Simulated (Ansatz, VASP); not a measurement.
**One calculation of AlNi, two programs**

Contents of INCAR:

```
SYSTEM = AlNi
PREC     = Accurate       ! precision mode
ENCUT    = 520            ! plane-wave cutoff, eV
EDIFF    = 1E-7           ! SCF threshold, eV
ISMEAR   = -1             ! smearing method
SIGMA    = 0.1            ! smearing width, eV
LREAL    = .False.        ! projectors in reciprocal space
LASPH    = .True.         ! aspherical terms in the spheres
NELM     = 150            ! most SCF steps
ALGO     = Normal         ! electronic algorithm
ISIF     = 2              ! what is computed and relaxed
LWAVE    = .False.        ! write WAVECAR
LCHARG   = .True.         ! write CHGCAR
ISPIN    = 2              ! spin polarisation
MAGMOM   = 0 1            ! initial moments
LORBIT   = 11             ! projections on sites
LMAXMIX  = 4              ! l up to which the mixer works
GGA      = PE             ! functional
LELF     = .True.         ! ELF
LVHAR    = .True.       
NBANDS   = 18             ! bands
```

File KPOINTS:

```
regular mesh
0
Gamma
  7 7 7
  0 0 0
```

POSCAR

```
AlNi
1.0
    2.8464400000     -0.0132800000     -0.0236700000
   -0.0132800000      2.8658200000     -0.0001300000
   -0.0236700000     -0.0001300000      2.9247500000
Al Ni
1 1
Direct
    0.9994100000      0.0032500000      0.0032900000
    0.5042653891      0.4880965130      0.5061713741
```

Input for Ansatz:

```yaml
crystal:
  lattice:
    - [2.84644, -0.01328, -0.02367]
    - [-0.01328, 2.86582, -0.00013]
    - [-0.02367, -0.00013, 2.92475]
  atoms:
    - { symbol: Al, position: [0.99941, 0.00325, 0.00329] }
    - { symbol: Ni, position: [0.5042653890886378, 0.488096512986067, 0.5061713741025443], spin: 1.0 }
basis:
  ecutwfc: 540.0
  xc_grid: 2
kpoints:
  mp_grid:
    grid: [7, 7, 7]
hamiltonian:
  xc: pbe
magnetization:
  spin_polarized: true
scf:
  convergence:
    dr2_threshold: 1.0e-09
  occupations:
    method: fermi_dirac
output:
  forces: true
  stress: true
```

Alike in both runs: task single point; functional PBE; k mesh 7 × 7 × 7; collinear spin.

```csv
,VASP,Ansatz
version,VASP 6.6.1,Ansatz 0.2.0
potentials or method,"VASP PAW PBE potentials, release 64 (Al, Ni), cutoff 520 eV","plane waves, PAW"
occupations,"fermi-dirac, width 0.1 eV",fermi-dirac
valence electrons in the cell,13,21
```

Ansatz gave:

- pressure (GPa): 2.6
- traceless stress, the component that is largest in VASP (GPa): 1.92
- rms of the force components (eV/Å): 0.158
- net moment per atom (μB): 0.00

Question: What did VASP give for the same quantities?

Answer: Pressure (GPa): 2.6; traceless stress, the component that is largest in VASP (GPa): 1.93; rms of the force components (eV/Å): 0.159; net moment per atom (μB): 0.00.

Atom by atom the forces differ by 0.001 eV/Å (rms over components). VASP's potentials hold 13 valence electrons a cell and Ansatz's 21, so a difference there can come from the potentials and not from the codes. Ansatz's warnings: seeded moment not kept, stress scf threshold loose.
